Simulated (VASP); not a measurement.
# ZnS (Wurtzite-2H) (P6_3mc) in VASP: a series of runs, part 2 of 2

VASP 6.6.1. Earlier steps stand in the parts before.

**3. Single point, PBE (volume changed by -3%)**

INCAR reads:

```
  PREC = Accurate
  ENCUT = 500
  EDIFF = 1E-6
  ISMEAR = 0
  SIGMA = 0.01
  LREAL = F
  LASPH = T
  NELM = 120
  ALGO = Normal
  ISIF = 2
  LWAVE = F
  LCHARG = F
  GGA = PE
  NBANDS = 26
  GGA_COMPAT = F
```

KPOINTS reads:

```
Automatic mesh
0
Gamma
  6 6 4
```

POSCAR reads:

```
ZnS
1.0
    3.8069327645      0.0000000000      0.0000000000
   -1.9034663822      3.2969004845      0.0000000000
    0.0000000000      0.0000000000      6.2403404635
Zn S
2 2
Direct
    0.3333333333      0.6666666667      0.0052011311
    0.6666666667      0.3333333333      0.5052011311
    0.3333333333      0.6666666667      0.3797988689
    0.6666666667      0.3333333333      0.8797988689
```

Potentials or basis: VASP PAW PBE potentials, release 64 (Zn, S).

On the command line:

```console
> cat potpaw_PBE.64/Zn/POTCAR potpaw_PBE.64/S/POTCAR > POTCAR
> mpirun -np 1 vasp_std > vasp.out
```

OUTCAR:

```text
PREC = Accurate
   ENCUT = 500
   EDIFF = 1E-6
   ISMEAR = 0
   LREAL = F
   LASPH = T
   NELM = 120
   ISIF = 2
   GGA = PE

 ion  position               nearest neighbor table
   1  0.333  0.667  0.005-   4 2.33   4 2.33   4 2.33   3 2.34
   2  0.667  0.333  0.505-   3 2.33   3 2.33   3 2.33   4 2.34
   3  0.333  0.667  0.380-   2 2.33   2 2.33   2 2.33   1 2.34
   4  0.667  0.333  0.880-   1 2.33   1 2.33   1 2.33   2 2.34

  LATTYP: Found a hexagonal cell.
 ALAT       =     3.8069327645
 C/A-ratio  =     1.6392042753

  Lattice vectors:

 A1 = (   3.8069327645,   0.0000000000,   0.0000000000)
 A2 = (  -1.9034663822,   3.2969004845,   0.0000000000)
 A3 = (   0.0000000000,   0.0000000000,   6.2403404635)

Analysis of symmetry for initial positions (statically):
=====================================================================
 Subroutine PRICEL returns:
 Original cell was already a primitive cell.

 Routine SETGRP: Setting up the symmetry group for a
 hexagonal supercell.

 Subroutine GETGRP returns: Found 12 space group operations
 (whereof  6 operations were pure point group operations)
 out of a pool of 24 trial point group operations.

The static configuration has the point symmetry C_3v.
 The point group associated with its full space group is C_6v.

Analysis of symmetry for dynamics (positions and initial velocities):
=====================================================================
 Subroutine PRICEL returns:
 Original cell was already a primitive cell.

 Routine SETGRP: Setting up the symmetry group for a
 hexagonal supercell.

 Subroutine GETGRP returns: Found 12 space group operations
 (whereof  6 operations were pure point group operations)
 out of a pool of 24 trial point group operations.

The dynamic configuration has the point symmetry C_3v.
 The point group associated with its full space group is C_6v.
[... 115 lines left out ...]
   EFERMI_NEDOS =   21; number of points for ismear=-14 and -15
   IALGO  =     38    algorithm
   IMIX   =      4    mixing-type and parameters
     AMIX     =   0.40;   BMIX     =  1.00
     AMIX_MAG =   1.60;   BMIX_MAG =  1.00
  volume/ion in A,a.u.               =      19.58       132.14
  Fermi-wavevector in a.u.,A,eV,Ry     =   1.263415  2.387507 21.717843  1.596216
  Thomas-Fermi vector in A             =   2.396773
   LORBIT       =      0    0 simple, 1 ext, 2 COOP (PROOUT), +10 PAW based schemes
   GGA     = PE    functional components
   LHFCALC =     F    Hartree Fock is set to
   AEXX    =    0.0000 exact exchange contribution
   IVDW    =     0    specifies the selected vdW correction
   LEPSILON=     F    determine dielectric tensor
   LRPA    =     F    only Hartree local field effects (RPA)
 non-spin polarized calculation
 Gauss-broadening in eV      SIGMA  =   0.01
  energy-cutoff  :      500.00
  volume of cell :       78.32
 maximum number of plane-waves:      2012
 NGX is ok and might be reduce to    28
   NGX = 13   NGY = 13   NGZ = 23

 number of electron      35.9999995 magnetization

 Free energy of the ion-electron system (eV)
  ---------------------------------------------------
  ext. energy  EPLUGINS =         0.00000000
  ---------------------------------------------------
  free energy    TOTEN  =       -13.67083881 eV

  energy without entropy =      -13.67083881  energy(sigma->0) =      -13.67083881

 E-fermi :   2.2814     XC(G=0):  -9.6584

 val. band max:        2.1952743443   @ k =   0.0000   0.0000   0.0000
 cond. band min:       4.4153360677   @ k =   0.0000   0.0000   0.0000
 fundamental gap:      2.2200617234
 Fermi energy:         2.2813651910

 k-point     1 :       0.0000    0.0000    0.0000
  band No.  band energies     occupation
      1     -11.0220      2.00000
      2     -10.0766      2.00000
      3      -4.1782      2.00000
      4      -4.1655      2.00000
      5      -4.1655      2.00000
      6      -4.0826      2.00000
[... 598 lines left out ...]
     25      11.9423      0.00000
     26      11.9423      0.00000

------------------------ aborting loop because EDIFF is reached ----------------------------------------

  FORCE on cell =-STRESS in cart. coord.  units (eV):
  Direction    XX          YY          ZZ          XY          YZ          ZX
  --------------------------------------------------------------------------------------
  -------------------------------------------------------------------------------------
  Total        1.1718470      1.1718470      1.1910805      0.0000000     -0.0000000      0.0000000
  in kB       23.9713310     23.9713310     24.3647731      0.0000000     -0.0000000      0.0000000
  external PRESSURE =      24.1024784 kB  Pullay stress =       0.0000000 kB

 VOLUME and BASIS-vectors are now :
 -----------------------------------------------------------------------------
  energy-cutoff  :      500.00
  volume of cell :       78.32
      direct lattice vectors                 reciprocal lattice vectors
     3.806932764  0.000000000  0.000000000     0.262678661  0.151657595  0.000000000
    -1.903466382  3.296900485  0.000000000     0.000000000  0.303315191  0.000000000
     0.000000000  0.000000000  6.240340463     0.000000000  0.000000000  0.160247667

 POSITION                                       TOTAL-FORCE (eV/Angst)
 -----------------------------------------------------------------------------------
     -0.00000      2.19793      0.03246         0.000000      0.000000      0.008229
      1.90347      1.09897      3.15263         0.000000     -0.000000      0.008229
     -0.00000      2.19793      2.37007        -0.000000      0.000000     -0.008229
      1.90347      1.09897      5.49024         0.000000     -0.000000     -0.008229
 -----------------------------------------------------------------------------------
    total drift:                               -0.000000     -0.000000     -0.000319

  FREE ENERGIE OF THE ION-ELECTRON SYSTEM (eV)
  ---------------------------------------------------
  free  energy   TOTEN  =       -13.6708388087 eV

  energy  without entropy=      -13.6708388087  energy(sigma->0) =      -13.67083881
```

Run time: 37 s. Hardware: 1 thread of Intel Xeon Platinum 8488C (Sapphire Rapids), shared host; peak memory 0.19 GiB.

What came out:

| Item | Value |
| --- | --- |
| Free energy | -13.6708 eV |
| Pressure | 2.4 GPa |
| Largest force | 0.008 eV/Å |
| Band gap on the k mesh | 2.22 eV, direct |

Forces on the atoms (eV/Å):
```
Zn   0.000  0.000  0.008
Zn   0.000  0.000  0.008
S    0.000  0.000 -0.008
S    0.000  0.000 -0.008
```

Levels at points of the mesh, in eV from the valence-band top:
| k point | band 15 | band 16 | band 17 | band 18 | band 19 | band 20 | band 21 | band 22 |
| --- | --- | --- | --- | --- | --- | --- | --- | --- |
| (0.00, 0.00, 0.00) | -0.90 | -0.08 | 0.00 | 0.00 | 2.22 | 3.10 | 6.31 | 6.31 |
| (0.50, 0.00, 0.00) | -3.29 | -2.25 | -1.69 | -0.89 | 3.66 | 4.26 | 5.12 | 6.91 |
| (0.00, 0.00, 0.50) | -0.47 | -0.47 | -0.47 | -0.47 | 3.57 | 3.57 | 6.76 | 6.76 |
| (0.50, 0.00, 0.50) | -1.64 | -1.64 | -1.62 | -1.62 | 3.55 | 3.55 | 5.22 | 5.22 |
